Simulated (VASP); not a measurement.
# Ag in VASP: further runs, part 3 of 3

VASP 6.6.1. Earlier steps stand in the parts before.

## Step 5: Single point, PBE

This run uses another cell than the first one, of 21.24 Å³/atom.

File INCAR:

```
SYSTEM = Ag
ALGO = Fast
EDIFF = 1E-6
ENCUT = 520
GGA = PE
ISIF = 2
ISMEAR = 0
LASPH = .TRUE.
LCHARG = .TRUE.
LELF = .TRUE.
LREAL = .FALSE.
LVHAR = .TRUE.
LWAVE = .FALSE.
NBANDS = 42
NELM = 60
PREC = Accurate
SIGMA = 0.2
```

File KPOINTS:

```
k-points
0
G
  6 6 4
  0 0 0
```

File POSCAR:

```
Ag
1.0
    0.0000000000      3.9940742345      0.0000000000
    0.0000000000      0.0000000000      3.9940742345
    7.9881484689      0.0000000000      0.0000000000
Ag
6
Direct
    0.0000000000      0.0000000000      0.2500000000
    0.0000000000      0.0000000000      0.7500000000
    0.5000000000      0.0000000000      0.0000000000
    0.5000000000      0.0000000000      0.5000000000
    0.0000000000      0.5000000000      0.5000000000
    0.0000000000      0.5000000000      1.0000000000
```

Potentials or basis: VASP PAW PBE potentials, release 64 (Ag).

Command:

```bash
> cat potpaw_PBE.64/Ag/POTCAR > POTCAR
> mpirun -np 1 vasp_std > vasp.out
```

OUTCAR:

```text
SYSTEM = Ag
   EDIFF = 1E-6
   ENCUT = 520
   GGA = PE
   ISIF = 2
   ISMEAR = 0
   LASPH = .TRUE.
   LREAL = .FALSE.
   NELM = 60
   PREC = Accurate

 ion  position               nearest neighbor table
   1  0.000  0.000  0.250-   3 2.82   4 2.82   5 2.82   6 2.82   5 2.82   6 2.82   3 2.82   4 2.82

   2  0.000  0.000  0.750-   3 2.82   4 2.82   5 2.82   6 2.82   5 2.82   6 2.82   3 2.82   4 2.82

   3  0.500  0.000  0.000-   1 2.82   2 2.82   1 2.82   2 2.82   6 2.82   6 2.82   6 2.82   6 2.82

   4  0.500  0.000  0.500-   1 2.82   2 2.82   1 2.82   2 2.82   5 2.82   5 2.82   5 2.82   5 2.82

   5  0.000  0.500  0.500-   1 2.82   2 2.82   1 2.82   2 2.82   4 2.82   4 2.82   4 2.82   4 2.82

   6  0.000  0.500  0.000-   1 2.82   2 2.82   1 2.82   2 2.82   3 2.82   3 2.82   3 2.82   3 2.82

  LATTYP: Found a simple tetragonal cell.
 ALAT       =     3.9940742345
 C/A-ratio  =     2.0000000000

  Lattice vectors:

 A1 = (   0.0000000000,   3.9940742345,   0.0000000000)
 A2 = (   0.0000000000,   0.0000000000,   3.9940742345)
 A3 = (   7.9881484689,   0.0000000000,   0.0000000000)

Analysis of symmetry for initial positions (statically):
=====================================================================
 Subroutine PRICEL returns following result:

  LATTYP: Found a simple cubic cell.
 ALAT       =     3.9940742345

  Lattice vectors:

 A1 = (   0.0000000000,   3.9940742345,   0.0000000000)
 A2 = (   0.0000000000,   0.0000000000,   3.9940742345)
 A3 = (   3.9940742345,   0.0000000000,   0.0000000000)

   2 primitive cells build up your supercell.

 Routine SETGRP: Setting up the symmetry group for a
 simple tetragonal supercell.

 Subroutine GETGRP returns: Found 16 space group operations
 (whereof 16 operations were pure point group operations)
 out of a pool of 16 trial point group operations.

The static configuration has the point symmetry D_4h.

Analysis of symmetry for dynamics (positions and initial velocities):
=====================================================================
 Subroutine PRICEL returns following result:

  LATTYP: Found a simple cubic cell.
 ALAT       =     3.9940742345

  Lattice vectors:

 A1 = (   0.0000000000,   3.9940742345,   0.0000000000)
 A2 = (   0.0000000000,   0.0000000000,   3.9940742345)
 A3 = (   3.9940742345,   0.0000000000,   0.0000000000)

   2 primitive cells build up your supercell.

 Routine SETGRP: Setting up the symmetry group for a
 simple tetragonal supercell.

 Subroutine GETGRP returns: Found 16 space group operations
 (whereof 16 operations were pure point group operations)
 out of a pool of 16 trial point group operations.

The dynamic configuration has the point symmetry D_4h.

 Subroutine INISYM returns: Found 16 space group operations
 (whereof 16 operations are pure point group operations),
 and found     2 'primitive' translations

[... 45 lines left out ...]

 Subroutine IBZKPT returns following result:
 ===========================================

 Found     30 irreducible k-points:

 Following reciprocal coordinates:
            Coordinates               Weight
  0.000000  0.000000  0.000000      1.000000
  0.166667  0.000000  0.000000      4.000000
  0.333333  0.000000  0.000000      4.000000
  0.500000  0.000000  0.000000      2.000000
  0.166667  0.166667  0.000000      4.000000
  0.333333  0.166667  0.000000      8.000000
[... 16 lines left out ...]
  0.333333  0.000000  0.500000      4.000000
  0.500000  0.000000  0.500000      2.000000
 [... further k-points ...]
   k-points           NKPTS =     30   k-points in BZ     NKDIM =     30   number of bands    NBANDS=     42
   number of dos      NEDOS =    301   number of ions     NIONS =      6
   total plane-waves  NPLWV =  54000
   dimension x,y,z NGX =    30 NGY =   30 NGZ =   60
   dimension x,y,z NGXF=    60 NGYF=   60 NGZF=  120
   ions per type =               6
   NGX,Y,Z   is equivalent  to a cutoff of  12.49, 12.49, 12.49 a.u.
   NGXF,Y,Z  is equivalent  to a cutoff of  24.97, 24.97, 24.97 a.u.
 SYSTEM =  Ag
   PREC   = accura    normal or accurate (medium, high low for compatibility)
   ISTART =      0    job   : 0-new  1-cont  2-samecut
   ICHARG =      2    charge: 1-file 2-atom 10-const
   ISPIN  =      1    spin polarized calculation?
   LNONCOLLINEAR =      F non collinear calculations
   LSORBIT =      F    spin-orbit coupling
   LASPH  =      T    aspherical Exc in radial PAW
   ENCUT  =  520.0 eV  38.22 Ry    6.18 a.u.   7.43  7.43 14.85*2*pi/ulx,y,z
   NELM   =     60;   NELMIN=  2; NELMDL= -5     # of ELM steps
   EDIFF  = 0.1E-05   stopping-criterion for ELM
   LREAL  =      F    real-space projection
   EDIFFG = 0.1E-04   stopping-criterion for IOM
   NSW    =      0    number of steps for IOM
   IBRION =     -1    ionic relax: 0-MD 1-quasi-New 2-CG
   NFREE  =      0    steps in history (QN), initial steepest desc. (CG)
   ISIF   =      2    stress and relaxation
   ISYM   =      2    0-nonsym 1-usesym 2-fastsym
   POTIM  = 0.5000    time-step for ionic-motion
   TEBEG  =    0.0;   TEEND  =   0.0 temperature during run
   PSTRESS=    0.0 pullay stress
   NELECT =      66.0000    total number of electrons
   NUPDOWN=      -1.0000    fix difference up-down
   EMIN   =  10.00;   EMAX   =-10.00  energy-range for DOS
   EFERMI =   0.00;   METHOD = LEGACY
   ISMEAR =     0;   SIGMA  =   0.20  broadening in eV -4-tet -1-fermi 0-gaus
   EFERMI_NEDOS =   21; number of points for ismear=-14 and -15
   IALGO  =     68    algorithm
   IMIX   =      4    mixing-type and parameters
     AMIX     =   0.40;   BMIX     =  1.00
     AMIX_MAG =   1.60;   BMIX_MAG =  1.00
  volume/ion in A,a.u.               =      21.24       143.33
  Fermi-wavevector in a.u.,A,eV,Ry     =   1.314710  2.484442 23.517163  1.728463
  Thomas-Fermi vector in A             =   2.444944
   LORBIT       =      0    0 simple, 1 ext, 2 COOP (PROOUT), +10 PAW based schemes
   GGA     = PE    functional components
   LHFCALC =     F    Hartree Fock is set to
   AEXX    =    0.0000 exact exchange contribution
   IVDW    =     0    specifies the selected vdW correction
   LEPSILON=     F    determine dielectric tensor
   LRPA    =     F    only Hartree local field effects (RPA)
 non-spin polarized calculation
 RMM-DIIS sequential band-by-band and
 Gauss-broadening in eV      SIGMA  =   0.20
  energy-cutoff  :      520.00
  volume of cell :      127.43
 maximum number of plane-waves:      3494
 NGX is ok and might be reduce to    30
   NGX = 15   NGY = 15   NGZ = 29

 number of electron      65.9999957 magnetization

 Free energy of the ion-electron system (eV)
  ---------------------------------------------------
  ext. energy  EPLUGINS =         0.00000000
  ---------------------------------------------------
  free energy    TOTEN  =       -15.02594537 eV

  energy without entropy =      -15.00381236  energy(sigma->0) =      -15.01487887

 E-fermi :   5.7868     XC(G=0): -10.7633

 val. band max:        5.7669591303   @ k =   0.3333   0.3333   0.0000
 cond. band min:       5.8381533843   @ k =   0.3333   0.0000   0.5000
 fundamental gap:      0.0711942540
 Fermi energy:         5.7867610211

 k-point     1 :       0.0000    0.0000    0.0000
  band No.  band energies     occupation
      1      -1.2154      2.00000
      2      -0.0939      2.00000
      3       0.0806      2.00000
      4       0.0806      2.00000
      5       0.0869      2.00000
      6       0.0869      2.00000
[... 1069 lines left out ...]
     41      14.8311      0.00000
     42      14.8653      0.00000

 [... further k-points ...]

------------------------ aborting loop because EDIFF is reached ----------------------------------------

  FORCE on cell =-STRESS in cart. coord.  units (eV):
  Direction    XX          YY          ZZ          XY          YZ          ZX
  --------------------------------------------------------------------------------------
  -------------------------------------------------------------------------------------
  Total       -0.5836771      0.1042223      0.1042223     -0.0000000      0.0000000     -0.0000000
  in kB       -7.3384584      1.3103673      1.3103673     -0.0000000      0.0000000     -0.0000000
  external PRESSURE =      -1.5725746 kB  Pullay stress =       0.0000000 kB

 VOLUME and BASIS-vectors are now :
 -----------------------------------------------------------------------------
  energy-cutoff  :      520.00
  volume of cell :      127.43
      direct lattice vectors                 reciprocal lattice vectors
     0.000000000  3.994074235  0.000000000     0.000000000  0.250370910  0.000000000
     0.000000000  0.000000000  3.994074235     0.000000000  0.000000000  0.250370910
     7.988148469  0.000000000  0.000000000     0.125185455  0.000000000  0.000000000

 POSITION                                       TOTAL-FORCE (eV/Angst)
 -----------------------------------------------------------------------------------
      1.99704      0.00000      0.00000         0.000000      0.000000      0.000000
      5.99111      0.00000      0.00000         0.000000      0.000000      0.000000
      0.00000      1.99704      0.00000        -0.000000      0.000000      0.000000
      3.99407      1.99704      0.00000        -0.000000      0.000000      0.000000
      3.99407      0.00000      1.99704        -0.000000      0.000000      0.000000
      0.00000      0.00000      1.99704        -0.000000      0.000000      0.000000
 -----------------------------------------------------------------------------------
    total drift:                                0.000000      0.000000      0.000000

  FREE ENERGIE OF THE ION-ELECTRON SYSTEM (eV)
  ---------------------------------------------------
  free  energy   TOTEN  =       -15.0259453725 eV

  energy  without entropy=      -15.0038123644  energy(sigma->0) =      -15.01487887
```

OSZICAR:

```text
N       E                     dE             d eps       ncg     rms          rms(c)
DAV:   1     0.442503762587E+03    0.44250E+03   -0.33635E+04  2520   0.152E+03
DAV:   2    -0.501869014640E+01   -0.44752E+03   -0.42350E+03  2574   0.345E+02
DAV:   3    -0.161677380331E+02   -0.11149E+02   -0.11006E+02  2788   0.590E+01
DAV:   4    -0.162392829555E+02   -0.71545E-01   -0.71484E-01  2736   0.443E+00
DAV:   5    -0.162400800621E+02   -0.79711E-03   -0.79709E-03  2710   0.504E-01    0.998E+00
RMM:   6    -0.150657278503E+02    0.11744E+01   -0.40267E+00  2527   0.114E+01    0.656E+00
RMM:   7    -0.150389589121E+02    0.26769E-01   -0.15391E-01  2612   0.191E+00    0.390E+00
RMM:   8    -0.150261110584E+02    0.12848E-01   -0.13812E-02  2625   0.657E-01    0.353E-01
RMM:   9    -0.150258994797E+02    0.21158E-03   -0.25984E-03  2680   0.274E-01    0.114E-01
RMM:  10    -0.150259363202E+02   -0.36840E-04   -0.28521E-04  2699   0.834E-02    0.569E-02
RMM:  11    -0.150259446790E+02   -0.83588E-05   -0.62385E-05  2712   0.371E-02    0.205E-02
RMM:  12    -0.150259442099E+02    0.46911E-06   -0.10977E-05  2534   0.167E-02    0.507E-03
RMM:  13    -0.150259453033E+02   -0.10934E-05   -0.35386E-06  1871   0.826E-03    0.542E-03
RMM:  14    -0.150259453725E+02   -0.69267E-07   -0.52408E-07  1362   0.331E-03
   1 F= -.15025945E+02 E0= -.15014879E+02  d E =-.221330E-01
```

It took 2.4 min on 1 thread of Intel Xeon 6975P-C (Granite Rapids), shared host; peak memory 0.28 GiB.

The run converged, but its numbers aren't listed here, since they failed a check.

## Step 6: Relaxation of cell and atoms, PBE

File INCAR:

```
SYSTEM = Ag
  ALGO = Normal
  EDIFF = 1E-6
  EDIFFG = -0.04
  ENCUT = 600
  GGA = PE
  IBRION = 2
  ISIF = 3
  ISMEAR = 0
  LASPH = .TRUE.
  LCHARG = .FALSE.
  LREAL = .FALSE.
  LWAVE = .FALSE.
  NELM = 100
  NSW = 90
  PREC = Accurate
  SIGMA = 0.1
```

File KPOINTS:

```
k-points
0
G
  4 4 4
  0 0 0
```

File POSCAR:

```
Ag
1.0
    0.0000000000      3.8874896900      3.8874896900
    3.8874896900      0.0000000000      3.8874896900
    3.8874896900      3.8874896900      0.0000000000
Ag
6
Direct
    0.7482120200      0.2517879800      0.2517879800
    0.2517879800      0.7482120200      0.7482120200
    0.2517879800      0.7482120200      0.2517879800
    0.7482120200      0.2517879800      0.7482120200
    0.2517879800      0.2517879800      0.7482120200
    0.7482120200      0.7482120200      0.2517879800
```

Potentials or basis: VASP PAW PBE potentials, release 64 (Ag).

Command:

```bash
> cat potpaw_PBE.64/Ag/POTCAR > POTCAR
> mpirun -np 1 vasp_std > vasp.out
```

Wall time 3.4 min (1 thread of Intel Xeon 6975P-C (Granite Rapids), shared host); peak memory 0.33 GiB.

Results (log left out):

| Property | Result |
| --- | --- |
| Free energy | -15.0305 eV |
| Relaxed volume | 21.13 Å³/atom |
| Relaxed cell | a = 5.638 Å, b = 5.638 Å, c = 5.638 Å, α = 60.00°, β = 60.00°, γ = 60.00° |
| Space group after relaxing (to 0.1 Å) | Pm-3m (No. 221) |
| Energy gained by relaxing | 30.5 meV/atom |
| Ionic steps | 5 |
| Pressure after relaxing | -0.1 GPa |
| Largest force after relaxing | 0.006 eV/Å |
| Band gap on the k mesh | zero (bands 33 and 34 overlap by 3.51 eV) |

Forces on the atoms (eV/Å):
```
Ag  -0.006  0.000  0.000
Ag   0.006  0.000  0.000
Ag   0.000 -0.006  0.000
Ag   0.000  0.006  0.000
Ag   0.000  0.000 -0.006
Ag   0.000  0.000  0.006
```

Step by step:
```csv
step,energy change (eV),largest force (eV/Å),pressure (GPa),volume (Å³)
1,0.0000,0.3416,6.55,117.50
2,-0.1422,0.0383,-2.45,131.64
3,-0.1825,0.0510,-0.05,126.67
4,-0.1824,0.0469,-0.15,126.86
5,-0.1829,0.0058,-0.10,126.76
```

Final structure:
```
Ag
1.0
     0.00000    3.98702    3.98702
     3.98702    0.00000    3.98702
     3.98702    3.98702    0.00000
Ag
6
Cartesian
  1.9938 3.9870 3.9870
  5.9802 3.9870 3.9870
  3.9870 1.9938 3.9870
  3.9870 5.9802 3.9870
  3.9870 3.9870 1.9938
  3.9870 3.9870 5.9802
```

Levels at points of the mesh, in eV from the Fermi level:
```
           k point  band 31  band 32  band 33  band 34  band 35  band 36
(0.00, 0.00, 0.00)    -2.70    -0.42     1.28     1.28     1.28     2.93
(0.50, 0.00, 0.00)    -2.86    -2.86     1.61     1.61     1.86     1.86
(0.50, 0.50, 0.00)    -3.20    -2.70    -1.77     0.37     0.37     0.67
```

## Step 7: Overview

| task | cell | k mesh | cutoff (eV) | gap on the mesh (eV) | pressure (GPa) | largest force (eV/Å) |
| --- | --- | --- | --- | --- | --- | --- |
| single point | a = 5.498 Å, angles 60.0°, 6 atoms, atomic positions A | 4 × 4 × 4 | 520 | none | 6.6 | 0.34 |
| single point | a = 5.637 Å, angles 60.0°, 6 atoms, atomic positions B | 4 × 4 × 4 | 520 | none | 0.0 | - |
| single point | a = 3.994 Å, 3 atoms, atomic positions C | 12 × 12 × 12 | 520 | none | -0.1 | - |
| relaxation of cell and atoms | relaxed from a = 5.498 Å, angles 60.0°, 6 atoms, atomic positions A | 4 × 4 × 4 | 600 | none | -0.1 | 0.01 |

Alike in all rows: level PBE; potentials or basis VASP PAW PBE potentials, release 64 (Ag); no spin polarisation; smearing gaussian 0.1 eV.

Caveats: the cell stands under pressure (at least some runs).

Absolute energies hang on the potentials; compare differences alone.
